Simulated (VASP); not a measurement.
# ZnS (P3m1) in VASP: single point with PBE

Aim: the single point of ZnS with PBE.

Everything below comes from runs of VASP 6.6.1. Logs are shortened: lines on timing, memory, paths and dates and some standing lists are left out, and cuts for length are marked.

### 1 The cell of the first run

The structure is trigonal, space group P3m1 (No. 156). Conventional cell: a = 3.847 Å, b = 3.847 Å, c = 12.590 Å, α = 90.00°, β = 90.00°, γ = 120.00°. Within 3.0 Å of Zn (site symmetry 3m) lie 4 S at 2.26 to 2.36 Å. Zn (site symmetry 3m) has 4 S at 2.35 to 2.45 Å within 3.1 Å. Within 3.1 Å of Zn (site symmetry 3m) lie 4 S at 2.35 to 2.39 Å. Within 3.1 Å of Zn (site symmetry 3m) lie 4 S at 2.33 to 2.38 Å. S (site symmetry 3m) has 4 Zn at 2.26 to 2.39 Å within 3.0 Å. Within 3.1 Å of S (site symmetry 3m) lie 4 Zn at 2.33 to 2.45 Å. S (site symmetry 3m) has 4 Zn at 2.35 Å within 3.1 Å. S (site symmetry 3m) has 4 Zn at 2.36 to 2.38 Å within 3.1 Å.

### 2 Single point, PBE (atoms displaced along a vibrational mode)

Contents of INCAR:

```
ALGO = Normal
EDIFF = 1E-6
ENCUT = 520
GGA = PE
ISIF = 2
ISMEAR = 0
LASPH = T
LCHARG = F
LREAL = F
LWAVE = F
NBANDS = 46
NELM = 60
PREC = Accurate
SIGMA = 0.05
```

Contents of KPOINTS:

```
k-points
0
Gamma
  12 12 2
```

Contents of POSCAR:

```
ZnS
1.0
    3.8467234434      0.0000000000      0.0000000000
   -1.9233617217      3.3313602233      0.0000000000
    0.0000000000      0.0000000000     12.5902250239
Zn S
4 4
Direct
    0.0000000000      0.0000000000      0.0018062866
    0.0000000000      0.0000000000      0.4982944072
    0.3333333333      0.6666666667      0.2512325830
    0.6666666667      0.3333333333      0.7488164444
    0.0000000000      0.0000000000      0.1813326955
    0.0000000000      0.0000000000      0.6932467001
    0.3333333333      0.6666666667      0.4376359310
    0.6666666667      0.3333333333      0.9376349520
```

Potentials or basis: VASP PAW PBE potentials, release 64 (Zn, S).

On the command line:

```sh
$ cat potpaw_PBE.64/Zn/POTCAR potpaw_PBE.64/S/POTCAR > POTCAR
$ mpirun -np 1 vasp_std > vasp.out
```

OUTCAR:

```text
EDIFF = 1E-6
   ENCUT = 520
   GGA = PE
   ISIF = 2
   ISMEAR = 0
   LASPH = T
   LREAL = F
   NELM = 60
   PREC = Accurate

 ion  position               nearest neighbor table
   1  0.000  0.000  0.002-   5 2.26   8 2.36   8 2.36   8 2.36
   2  0.000  0.000  0.498-   7 2.35   7 2.35   7 2.35   6 2.45
   3  0.333  0.667  0.251-   7 2.35   5 2.39   5 2.39   5 2.39
   4  0.667  0.333  0.749-   6 2.33   6 2.33   6 2.33   8 2.38
   5  0.000  0.000  0.181-   1 2.26   3 2.39   3 2.39   3 2.39
   6  0.000  0.000  0.693-   4 2.33   4 2.33   4 2.33   2 2.45
   7  0.333  0.667  0.438-   3 2.35   2 2.35   2 2.35   2 2.35
   8  0.667  0.333  0.938-   1 2.36   1 2.36   1 2.36   4 2.38

  LATTYP: Found a hexagonal cell.
 ALAT       =     3.8467234434
 C/A-ratio  =     3.2729737942

  Lattice vectors:

 A1 = (   3.8467234434,   0.0000000000,   0.0000000000)
 A2 = (  -1.9233617217,   3.3313602233,   0.0000000000)
 A3 = (   0.0000000000,   0.0000000000,  12.5902250239)

Analysis of symmetry for initial positions (statically):
=====================================================================
 Subroutine PRICEL returns:
 Original cell was already a primitive cell.

 Routine SETGRP: Setting up the symmetry group for a
 hexagonal supercell.

 Subroutine GETGRP returns: Found  6 space group operations
 (whereof  6 operations were pure point group operations)
 out of a pool of 24 trial point group operations.

The static configuration has the point symmetry C_3v.

Analysis of symmetry for dynamics (positions and initial velocities):
=====================================================================
 Subroutine PRICEL returns:
 Original cell was already a primitive cell.

 Routine SETGRP: Setting up the symmetry group for a
 hexagonal supercell.

 Subroutine GETGRP returns: Found  6 space group operations
 (whereof  6 operations were pure point group operations)
 out of a pool of 24 trial point group operations.

The dynamic configuration has the point symmetry C_3v.

 Subroutine INISYM returns: Found  6 space group operations
 (whereof  6 operations are pure point group operations),
 and found     1 'primitive' translations

----------------------------------------------------------------------------------------

                                     Primitive cell

  volume of cell :     161.3415
[... 105 lines left out ...]
   IBRION =     -1    ionic relax: 0-MD 1-quasi-New 2-CG
   NFREE  =      0    steps in history (QN), initial steepest desc. (CG)
   ISIF   =      2    stress and relaxation
   ISYM   =      2    0-nonsym 1-usesym 2-fastsym
   POTIM  = 0.5000    time-step for ionic-motion
   TEBEG  =    0.0;   TEEND  =   0.0 temperature during run
   PSTRESS=    0.0 pullay stress
   NELECT =      72.0000    total number of electrons
   NUPDOWN=      -1.0000    fix difference up-down
   EMIN   =  10.00;   EMAX   =-10.00  energy-range for DOS
   EFERMI =   0.00;   METHOD = LEGACY
   ISMEAR =     0;   SIGMA  =   0.05  broadening in eV -4-tet -1-fermi 0-gaus
   EFERMI_NEDOS =   21; number of points for ismear=-14 and -15
   IALGO  =     38    algorithm
   IMIX   =      4    mixing-type and parameters
     AMIX     =   0.40;   BMIX     =  1.00
     AMIX_MAG =   1.60;   BMIX_MAG =  1.00
  volume/ion in A,a.u.               =      20.17       136.10
  Fermi-wavevector in a.u.,A,eV,Ry     =   1.251037  2.364118 21.294406  1.565095
  Thomas-Fermi vector in A             =   2.385004
   LORBIT       =      0    0 simple, 1 ext, 2 COOP (PROOUT), +10 PAW based schemes
   GGA     = PE    functional components
   LHFCALC =     F    Hartree Fock is set to
   AEXX    =    0.0000 exact exchange contribution
   IVDW    =     0    specifies the selected vdW correction
   LEPSILON=     F    determine dielectric tensor
   LRPA    =     F    only Hartree local field effects (RPA)
 non-spin polarized calculation
 Gauss-broadening in eV      SIGMA  =   0.05
  energy-cutoff  :      520.00
  volume of cell :      161.34
 maximum number of plane-waves:      4389
 NGX is ok and might be reduce to    30
   NGX = 15   NGY = 15   NGZ = 47

 number of electron      72.0000047 magnetization

 Free energy of the ion-electron system (eV)
  ---------------------------------------------------
  ext. energy  EPLUGINS =         0.00000000
  ---------------------------------------------------
  free energy    TOTEN  =       -27.31079680 eV

  energy without entropy =      -27.31079680  energy(sigma->0) =      -27.31079680

 E-fermi :   2.2306     XC(G=0):  -9.5235

 val. band max:        2.0076640673   @ k =   0.0000   0.0000   0.0000
 cond. band min:       3.9254435194   @ k =   0.0000   0.0000   0.0000
 fundamental gap:      1.9177794521
 Fermi energy:         2.2306008278

 k-point     1 :       0.0000    0.0000    0.0000
  band No.  band energies     occupation
      1     -11.1638      2.00000
      2     -10.7179      2.00000
      3     -10.6888      2.00000
      4     -10.0940      2.00000
      5      -4.5206      2.00000
      6      -4.5206      2.00000
[... 1165 lines left out ...]
     45       9.1958      0.00000
     46       9.5433      0.00000

 [... further k-points ...]

------------------------ aborting loop because EDIFF is reached ----------------------------------------

  FORCE on cell =-STRESS in cart. coord.  units (eV):
  Direction    XX          YY          ZZ          XY          YZ          ZX
  --------------------------------------------------------------------------------------
  -------------------------------------------------------------------------------------
  Total        0.2221502      0.2221502      0.5122629      0.0000000      0.0000000      0.0000000
  in kB        2.2060290      2.2060290      5.0869495      0.0000000      0.0000000      0.0000000
  external PRESSURE =       3.1663358 kB  Pullay stress =       0.0000000 kB

 VOLUME and BASIS-vectors are now :
 -----------------------------------------------------------------------------
  energy-cutoff  :      520.00
  volume of cell :      161.34
      direct lattice vectors                 reciprocal lattice vectors
     3.846723443  0.000000000  0.000000000     0.259961501  0.150088843  0.000000000
    -1.923361722  3.331360223  0.000000000     0.000000000  0.300177685  0.000000000
     0.000000000  0.000000000 12.590225024     0.000000000  0.000000000  0.079426698

 POSITION                                       TOTAL-FORCE (eV/Angst)
 -----------------------------------------------------------------------------------
      0.00000      0.00000      0.02274         0.000000      0.000000     -0.672816
      0.00000      0.00000      6.27364        -0.000000      0.000000      0.477341
     -0.00000      2.22091      3.16307         0.000000      0.000000     -0.399588
      1.92336      1.11045      9.42777        -0.000000     -0.000000      0.366488
      0.00000      0.00000      2.28302         0.000000     -0.000000      1.058179
      0.00000      0.00000      8.72813        -0.000000      0.000000     -0.825719
     -0.00000      2.22091      5.50993         0.000000      0.000000     -0.001762
      1.92336      1.11045     11.80504        -0.000000      0.000000     -0.002123
 -----------------------------------------------------------------------------------
    total drift:                               -0.000001     -0.000001      0.000455

  FREE ENERGIE OF THE ION-ELECTRON SYSTEM (eV)
  ---------------------------------------------------
  free  energy   TOTEN  =       -27.3107967976 eV

  energy  without entropy=      -27.3107967976  energy(sigma->0) =      -27.31079680
```

Run time: 2.9 min. Hardware: 1 thread of AMD EPYC 9R45 (Zen 5), shared host; peak memory 0.36 GiB.

What came out:

* Free energy: -27.3108 eV
* Pressure: 0.3 GPa
* Largest force: 1.058 eV/Å
* Band gap on the k mesh: 1.92 eV

Forces in eV/Å, atoms in the order of the input:
```
Zn   0.000  0.000 -0.673
Zn   0.000  0.000  0.477
Zn   0.000  0.000 -0.400
Zn   0.000  0.000  0.366
S    0.000  0.000  1.058
S    0.000  0.000 -0.826
S    0.000  0.000 -0.002
S    0.000  0.000 -0.002
```

Stress tensor (GPa, compression positive):
```
0.22 0.00 0.00
0.00 0.22 0.00
0.00 0.00 0.51
```

Caveat: the cell differs from its parent crystal (atoms displaced along a vibrational mode); forces of over 1 eV/Å act on the atoms, so gaps and moduli don't describe the material at rest.
